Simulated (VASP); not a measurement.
# Er4Se: relaxation of cell and atoms with PBE

The system is Er4Se.

```xyz
5
Lattice="3.4869 0.0000 0.0000 0.0000 3.4869 0.0000 0.0000 0.0000 11.9129" Properties=species:S:1:pos:R:3 pbc="T T T"
Er    1.7434    1.7434    7.6575
Er    1.7434    1.7434    4.2555
Er    0.0000    0.0000    1.7602
Er    0.0000    0.0000   10.1528
Se    1.7434    1.7434    0.0000
```

The cell was generated, and may not be a known phase.

```json
{
 "Program": "VASP 6.6.1",
 "Task": "relaxation of cell and atoms",
 "Functional": "PBE",
 "Potentials or basis": "VASP PAW PBE potentials, release 64 (Er_3, Se), 4f in core",
 "Cutoff": "500 eV",
 "k mesh": "6 × 6 × 2",
 "Occupations": "gaussian, width 0.1 eV",
 "Spin": "no spin polarisation",
 "Dipole correction": "no",
 "Further INCAR settings": "ALGO = Normal; EDIFF = 1e-07; IBRION = 2; EDIFFG = -0.04; NSW = 90; ISIF = 3"
}
```

```json
{"Relaxed volume": "29.34 Å³/atom", "Relaxed cell": "a = 3.521 Å, b = 3.521 Å, c = 11.832 Å, α = 90.00°, β = 90.00°, γ = 90.00°", "Space group after relaxing (to 0.1 Å)": "P4/mmm (No. 123)", "Energy gained by relaxing": "2.5 meV/atom", "Ionic steps": "5", "Pressure after relaxing": "0.0 GPa", "Largest force after relaxing": "0.034 eV/Å", "Band gap on the k mesh": "zero (bands 21 and 22 overlap by 0.37 eV)"}
```

Forces on the atoms (eV/Å):
```
Er   0.000  0.000  0.034
Er   0.000  0.000 -0.034
Er   0.000  0.000  0.000
Er   0.000  0.000  0.000
Se   0.000  0.000  0.000
```

Stress tensor (GPa, compression positive):
```
-0.01  0.00  0.00
 0.00 -0.01  0.00
 0.00  0.00  0.09
```

Step by step:
| step | energy change (eV) | largest force (eV/Å) | pressure (GPa) | volume (Å³) |
| --- | --- | --- | --- | --- |
| 1 | 0.0000 | 0.1576 | 0.58 | 144.84 |
| 2 | -0.0083 | 0.1159 | -0.16 | 147.04 |
| 3 | -0.0085 | 0.1184 | -0.28 | 147.41 |
| 4 | -0.0119 | 0.0675 | -0.10 | 146.99 |
| 5 | -0.0126 | 0.0343 | 0.02 | 146.72 |

Final structure:
```yaml
crystal:
  lattice:
    - [3.52144, 0.00000, 0.00000]
    - [0.00000, 3.52144, 0.00000]
    - [0.00000, 0.00000, 11.83158]
  atoms:
    - { symbol: Er, position: [0.50000, 0.50000, 0.64433] }
    - { symbol: Er, position: [0.50000, 0.50000, 0.35567] }
    - { symbol: Er, position: [0.00000, 0.00000, 0.14947] }
    - { symbol: Er, position: [0.00000, 0.00000, 0.85053] }
    - { symbol: Se, position: [0.50000, 0.50000, 0.00000] }
```

Levels at points of the mesh, in eV from the Fermi level:
```tsv
k point	band 17	band 18	band 19	band 20	band 21	band 22	band 23	band 24	band 25
(0.00, 0.00, 0.00)	-2.40	-2.40	-1.77	-0.85	-0.40	-0.30	0.56	0.93	1.18
(0.50, 0.00, 0.00)	-2.08	-1.75	-1.34	-0.92	-0.25	0.66	0.79	1.00	1.22
(0.50, 0.50, 0.00)	-1.50	-0.72	-0.70	-0.21	-0.21	0.07	0.07	0.51	1.95
(0.00, 0.00, 0.50)	-2.40	-2.40	-1.47	-0.80	-0.51	-0.03	0.63	0.86	0.95
(0.50, 0.00, 0.50)	-2.08	-1.83	-1.46	-0.57	-0.50	0.60	0.98	0.99	1.15
(0.50, 0.50, 0.50)	-1.24	-1.16	-0.33	-0.33	-0.28	0.28	0.28	0.68	0.82
```

It took 4.2 min on 1 thread of Intel(R) Xeon(R) 6975P-C (Granite Rapids), with other jobs on the host, peak memory 0.3 GiB.

Caveat: spin-orbit coupling is left out, which moves the levels of the heavy elements; the 4f electrons are frozen in the core, so they carry no moment and show no levels; the run has no spin polarisation, though such a crystal can be magnetic. Spin polarisation is off, so any magnetic state and its effect on volume and gap are missing.
